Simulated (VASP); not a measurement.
# AgBr (Fm-3m) in VASP: further runs, part 2 of 2

VASP 6.6.1. Earlier steps stand in the parts before.

**3. Elastic constants, PBEsol**

This run uses another cell than the first one, of 22.85 Å³/atom.

Contents of INCAR:

```
ALGO = Normal ; EDIFF = 1E-8
ENCUT = 500 ; GGA = PS
GGA_COMPAT = F ; IBRION = 6
ISIF = 3 ; ISMEAR = 0
LASPH = T ; LCHARG = F
LREAL = F ; LWAVE = F
NELM = 120 ; NFREE = 2
NSW = 1 ; POTIM = 0.015
PREC = Accurate ; SIGMA = 0.01
```

Contents of KPOINTS:

```
k-points
0
Gamma
  8 8 8
```

Contents of POSCAR:

```
AgBr
1.0
    0.0000000000      2.8376950391      2.8376950391
    2.8376950391      0.0000000000      2.8376950391
    2.8376950391      2.8376950391      0.0000000000
Ag Br
1 1
Direct
    0.0000000000      0.0000000000      0.0000000000
    0.5000000000      0.5000000000      0.5000000000
```

Potentials or basis: VASP PAW PBE potentials, release 64 (Ag, Br).

Started as:

```console
$ cat potpaw_PBE.64/Ag/POTCAR potpaw_PBE.64/Br/POTCAR > POTCAR
$ mpirun -np 1 vasp_std > vasp.out
```

OUTCAR:

```text
EDIFF = 1E-8
   ENCUT = 500
   GGA = PS
   IBRION = 6
   ISIF = 3
   ISMEAR = 0
   LASPH = T
   LREAL = F
   NELM = 120
   NFREE = 2
   NSW = 1
   POTIM = 0.015
   PREC = Accurate

 ion  position               nearest neighbor table
   1  0.000  0.000  0.000-   2 2.84   2 2.84   2 2.84   2 2.84   2 2.84   2 2.84
   2  0.500  0.500  0.500-   1 2.84   1 2.84   1 2.84   1 2.84   1 2.84   1 2.84

  LATTYP: Found a face centered cubic cell.
 ALAT       =     5.6753900782

  Lattice vectors:

 A1 = (   0.0000000000,   2.8376950391,   2.8376950391)
 A2 = (   2.8376950391,   0.0000000000,   2.8376950391)
 A3 = (   2.8376950391,   2.8376950391,   0.0000000000)

Analysis of symmetry for initial positions (statically):
=====================================================================
 Subroutine PRICEL returns:
 Original cell was already a primitive cell.

 Routine SETGRP: Setting up the symmetry group for a
 face centered cubic supercell.

 Subroutine GETGRP returns: Found 48 space group operations
 (whereof 48 operations were pure point group operations)
 out of a pool of 48 trial point group operations.

The static configuration has the point symmetry O_h .

Analysis of symmetry for dynamics (positions and initial velocities):
=====================================================================
 Subroutine PRICEL returns:
 Original cell was already a primitive cell.

 Routine SETGRP: Setting up the symmetry group for a
[... 748 lines left out ...]
  in kB       -0.4691064     -0.5943901     -0.5943901      0.0000000      0.0000000      0.0000000
  external PRESSURE =      -0.5526289 kB  Pullay stress =       0.0000000 kB
[... 17 lines left out ...]
  FREE ENERGIE OF THE ION-ELECTRON SYSTEM (eV)
  ---------------------------------------------------
  free  energy   TOTEN  =        -5.6981253196 eV

  energy  without entropy=       -5.6981253196  energy(sigma->0) =       -5.69812532

 INTERNAL STRAIN TENSORS FROM STRAINED CELLS
 ============================================

 INTERNAL STRAIN TENSOR FOR ION    1 for displacements in x,y,z  (eV/Angst):
          X           Y           Z          XY          YZ          ZX
  --------------------------------------------------------------------------------
  x    -0.00000    -0.00000    -0.00000     0.00000    -0.00000    -0.00000
  y    -0.00000     0.00000     0.00000     0.00000    -0.00000    -0.00000
  z     0.00000     0.00000     0.00000     0.00000     0.00000     0.00000

 INTERNAL STRAIN TENSORS FROM DISPLACED ATOMS
 ============================================

 INTERNAL STRAIN TENSOR FOR ION    1 for displacements in x,y,z  (eV/Angst):
          X           Y           Z          XY          YZ          ZX
  --------------------------------------------------------------------------------
  x     0.00000     0.00000     0.00000     0.00000     0.00000     0.00000
  y     0.00000     0.00000     0.00000     0.00000     0.00000     0.00000
  z     0.00000     0.00000     0.00000     0.00000     0.00000     0.00000

 INTERNAL STRAIN TENSOR FOR ION    2 for displacements in x,y,z  (eV/Angst):
          X           Y           Z          XY          YZ          ZX
  --------------------------------------------------------------------------------
  x     0.00000     0.00000     0.00000     0.00000     0.00000     0.00000
  y     0.00000     0.00000     0.00000     0.00000     0.00000     0.00000
  z     0.00000     0.00000     0.00000     0.00000     0.00000     0.00000

 Eigenvectors and eigenvalues of the dynamical matrix
 ----------------------------------------------------

   1 f  =    2.599362 THz    16.332271 2PiTHz   86.705373 cm-1    10.750091 meV
             X         Y         Z           dx          dy          dz
      0.000000  0.000000  0.000000     0.000000    0.000000   -0.651351
      2.837695  2.837695  2.837695     0.000000    0.000000    0.758777
[... 21 lines left out ...]
   6 f/i=    0.003364 THz     0.021134 2PiTHz    0.112197 cm-1     0.013911 meV
             X         Y         Z           dx          dy          dz
      0.000000  0.000000  0.000000     0.295359   -0.352547   -0.603503
      2.837695  2.837695  2.837695     0.253543   -0.302634   -0.518060

--------------------------------------------------------------------------------------------------------

 ELASTIC MODULI CONTR FROM IONIC RELAXATION (kBar)
 Direction    XX          YY          ZZ          XY          YZ          ZX
 --------------------------------------------------------------------------------
 XX           0.0000      0.0000      0.0000      0.0000      0.0000      0.0000
 YY           0.0000      0.0000      0.0000      0.0000      0.0000      0.0000
 ZZ           0.0000      0.0000      0.0000      0.0000      0.0000      0.0000
 XY           0.0000      0.0000      0.0000      0.0000      0.0000      0.0000
 YZ           0.0000      0.0000      0.0000      0.0000      0.0000      0.0000
 ZX           0.0000      0.0000      0.0000      0.0000      0.0000      0.0000
 --------------------------------------------------------------------------------

 TOTAL ELASTIC MODULI (kBar)
 Direction    XX          YY          ZZ          XY          YZ          ZX
 --------------------------------------------------------------------------------
 XX         774.6183    394.2950    394.2950      0.0000     -0.0000      0.0000
 YY         394.2950    774.6183    394.2950     -0.0000      0.0000      0.0000
 ZZ         394.2950    394.2950    774.6183     -0.0000     -0.0000     -0.0000
 XY           0.0000     -0.0000     -0.0000     68.6731      0.0000      0.0000
 YZ          -0.0000      0.0000     -0.0000      0.0000     68.6731      0.0000
 ZX           0.0000      0.0000     -0.0000      0.0000      0.0000     68.6731
 --------------------------------------------------------------------------------
```

OSZICAR:

```text
N       E                     dE             d eps       ncg     rms          rms(c)
DAV:   1     0.977180469228E+02    0.97718E+02   -0.84439E+03   762   0.119E+03
DAV:   2    -0.204047569377E+01   -0.99759E+02   -0.93194E+02   864   0.243E+02
[... 206 lines left out ...]
DAV:   2    -0.569816822545E+01   -0.26766E-02   -0.28300E-02  1584   0.113E+00    0.522E-02
DAV:   3    -0.569813840717E+01    0.29818E-04   -0.11438E-04  1769   0.955E-02    0.365E-02
DAV:   4    -0.569812422463E+01    0.14183E-04   -0.62739E-05  1639   0.562E-02    0.134E-02
DAV:   5    -0.569812524191E+01   -0.10173E-05   -0.10136E-05  1579   0.196E-02    0.441E-03
DAV:   6    -0.569812534838E+01   -0.10647E-06   -0.22370E-07  1779   0.431E-03    0.125E-03
DAV:   7    -0.569812531775E+01    0.30637E-07   -0.14074E-07  1594   0.285E-03    0.391E-04
DAV:   8    -0.569812531955E+01   -0.18074E-08   -0.15186E-08  1452   0.893E-04
  17 F= -.56981253E+01 E0= -.56981253E+01  d E =-.973330E-13
```

stdout:

```text
POSCAR found type information on POSCAR AgBr
 POSCAR found :  2 types and       2 ions
 scaLAPACK will be used
 -----------------------------------------------------------------------------
|                                                                             |
|                                                                             |
|     You enforced a specific xc type in the INCAR file but a different       |
|     I HOPE YOU KNOW WHAT YOU ARE DOING!                                     |
|                                                                             |
[... 33 lines left out ...]
 Finite differences progress:
 bond charge predicted
 Finite differences progress:
 bond charge predicted
 Finite differences progress:
 bond charge predicted
 Finite differences progress:
 bond charge predicted
 Finite differences progress:
 bond charge predicted
 Finite differences progress:
```

Run time: 15 min. Hardware: 1 thread of Oxide Virtual Turin-like, shared host; peak memory 0.27 GiB.

Results:

| Quantity | Value |
| --- | --- |
| Elastic constants C11, C12, C44 | 77, 39, 7 GPa |
| Voigt bulk modulus | 52 GPa |
| Highest phonon frequency at Γ, LO-TO splitting left out | 87 cm⁻¹ |

Phonon frequencies in cm⁻¹ (negative: imaginary):
```tsv
q point	frequencies
(0.000, 0.000, 0.000)	0 0 0 87 87 87
```

Elastic tensor in Voigt notation (GPa, in the Cartesian axes of the cell as first typed):
```
77 39 39  0  0  0
39 77 39  0  0  0
39 39 77  0  0  0
 0  0  0  7  0  0
 0  0  0  0  7  0
 0  0  0  0  0  7
```

Clamped-ion elastic tensor (GPa):
```
77 39 39  0  0  0
39 77 39  0  0  0
39 39 77  0  0  0
 0  0  0  7  0  0
 0  0  0  0  7  0
 0  0  0  0  0  7
```

Caveat: the PAW data sets were made with another functional, which shifts forces and pressure a little.
